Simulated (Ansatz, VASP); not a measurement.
# Two plane-wave programs on CsBr

The input POSCAR:

```
CsBr
1.0
    4.4621396932      0.0000000000      0.0000000000
    0.0000000000      4.4621396932      0.0000000000
    0.0000000000      0.0000000000      4.4621396932
Cs Br
1 1
Direct
    0.0000000000      0.0000000000      0.0000000000
    0.5000000000      0.5000000000      0.5000000000
```

INCAR.step1

```
SYSTEM = CsBr
  PREC = Accurate
  ENCUT = 550
  ISMEAR = 0
  SIGMA = 0.02
  LREAL = .False.
  LASPH = .True.
  NELM = 120
  NBANDS = 15
  GGA = PE
  ALGO = Normal
  EDIFF = 1E-5
  LWAVE = .True.
  LCHARG = .False.
  GGA_COMPAT = .False.
```

INCAR.step2

```
SYSTEM = CsBr
  PREC = Accurate
  ENCUT = 550
  EDIFF = 1E-6
  ISMEAR = 0
  SIGMA = 0.02
  LREAL = .False.
  LASPH = .True.
  NELM = 120
  ALGO = Normal
  ISIF = 2
  LWAVE = .False.
  LCHARG = .True.
  METAGGA = R2SCAN
  LMIXTAU = .True.
  LELF = .True.
  LVHAR = .True.
  NBANDS = 15
  ISTART = 1
  GGA_COMPAT = .False.
```

The input KPOINTS:

```
Automatic mesh
0
Gamma
  6 6 6
  0 0 0
```

Input for Ansatz:

```yaml
crystal:
  lattice:
    - [4.4621396932, 0.0, 0.0]
    - [0.0, 4.4621396932, 0.0]
    - [0.0, 0.0, 4.4621396932]
  atoms:
    - { symbol: Cs, position: [0.0, 0.0, 0.0] }
    - { symbol: Br, position: [0.5, 0.5, 0.5] }
basis:
  ecutwfc: 500
kpoints:
  mp_grid: { grid: [6, 6, 6] }
hamiltonian:
  xc: r2scan
scf:
  occupations: { method: gaussian, width: 0.02 }
output:
  forces: true
  stress: true
  eigenvalues: true
```

Alike in both runs: task single point; functional r2SCAN; k mesh 6 × 6 × 6; occupations gaussian, width 0.02 eV; no spin polarisation.

```csv
,VASP,Ansatz
version,VASP 6.6.1,Ansatz 0.2.0
potentials or method,"VASP PAW PBE potentials, release 64 (Cs_sv, Br), cutoff 550 eV","scalar-relativistic, plane waves, PAW"
valence electrons in the cell,16,16
```

|  | VASP | Ansatz | Ansatz less VASP |
| --- | --- | --- | --- |
| gap on the k mesh at the Fermi level (eV) | 4.79 | 4.80 | +0.013 |
| least direct gap on the mesh (eV) | 4.82 | 4.84 | +0.011 |
| pressure (GPa) | -1.1 | -1.1 | -0.02 |

VASP's potentials were made for PBE, not for r2SCAN. The functional is the same, so the differences come from potentials, cutoffs and numerics.

Spin-orbit coupling is off throughout.
